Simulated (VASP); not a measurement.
Input of a VASP 6.6.1 run:

File INCAR:

```
  ALGO = Normal
  EDIFF = 1E-7
  ENCUT = 520
  GGA = PS
  ISIF = 2
  ISMEAR = -1
  LASPH = True
  LCHARG = False
  LREAL = False
  LWAVE = False
  NBANDS = 16
  NELM = 60
  PREC = Accurate
  SIGMA = 0.08
```

Contents of KPOINTS:

```
k-points
0
Gamma
  12 12 12
```

Contents of POSCAR:

```
HgTe
1.0
   -0.0584300000      2.8922850000      2.8922850000
    2.8922850000     -0.0584300000      2.8922850000
    2.8922850000      2.8922850000     -0.0584300000
Hg Te
1 1
Direct
    0.0000000000      0.0000000000      0.0000000000
    0.5000000000      0.5000000000      0.5000000000
```

Potentials or basis: VASP PAW PBE potentials, release 64 (Hg, Te).

Run with:

```sh
$ cat potpaw_PBE.64/Hg/POTCAR potpaw_PBE.64/Te/POTCAR > POTCAR
$ mpirun -np 1 vasp_std > vasp.out
```

(1) Predict the band gap on the k mesh.

(2) Estimate the pressure.

Answers

(1) zero (band 9 reaches 6.26 eV, above the bottom of band 10 at 3.08 eV).

(2) 6.4 GPa.

Caveat: the cell differs from its parent crystal (equal xy, yz and zx shear strains of -2 %); the PAW data sets were made with another functional, which shifts forces and pressure a little; spin-orbit coupling is left out, which moves the levels of the heavy elements.
